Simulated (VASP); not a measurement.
Input of a VASP 6.6.1 run:

POSCAR

```
CsI
1.0
    4.6080831759      0.0000000000      0.0000000000
    0.0000000000      4.6080831759      0.0000000000
    0.0000000000      0.0000000000      4.6080831759
Cs I
1 1
Direct
    0.0000000000      0.0000000000      0.0000000000
    0.5000000000      0.5000000000      0.5000000000
```

INCAR.step1

```
SYSTEM = CsI
ALGO = Normal
EDIFF = 1E-5
ENCUT = 550
GGA = PE
GGA_COMPAT = .False.
ISMEAR = 0
LASPH = .True.
LCHARG = .False.
LREAL = .False.
LWAVE = .True.
NBANDS = 15
NELM = 120
PREC = Accurate
SIGMA = 0.01
```

File INCAR.step2:

```
SYSTEM = CsI
ALGO = Normal
EDIFF = 1E-6
ENCUT = 550
GGA_COMPAT = .False.
ISIF = 2
ISMEAR = 0
ISTART = 1
LASPH = .True.
LCHARG = .False.
LMIXTAU = .True.
LREAL = .False.
LWAVE = .False.
METAGGA = R2SCAN
NBANDS = 15
NELM = 120
PREC = Accurate
SIGMA = 0.01
```

Contents of KPOINTS:

```
k-points
0
Gamma
  4 4 4
  0 0 0
```

Potentials or basis: VASP PAW PBE potentials, release 64 (Cs_sv, I).

Command:

```console
$ cat potpaw_PBE.64/Cs_sv/POTCAR potpaw_PBE.64/I/POTCAR > POTCAR
$ cp INCAR.step1 INCAR
$ mpirun -np 1 vasp_std > vasp.out
$ cp INCAR.step2 INCAR
$ mpirun -np 1 vasp_std > vasp.out
```

(1) Predict the pressure.

(2) Estimate the band gap on the k mesh.

Answers

(1) 0.1 GPa.

(2) 4.50 eV, indirect (least direct gap 4.59 eV).

Caveat: the PAW data sets were made with another functional, which shifts forces and pressure a little; spin-orbit coupling is left out, which moves the levels of the heavy elements.
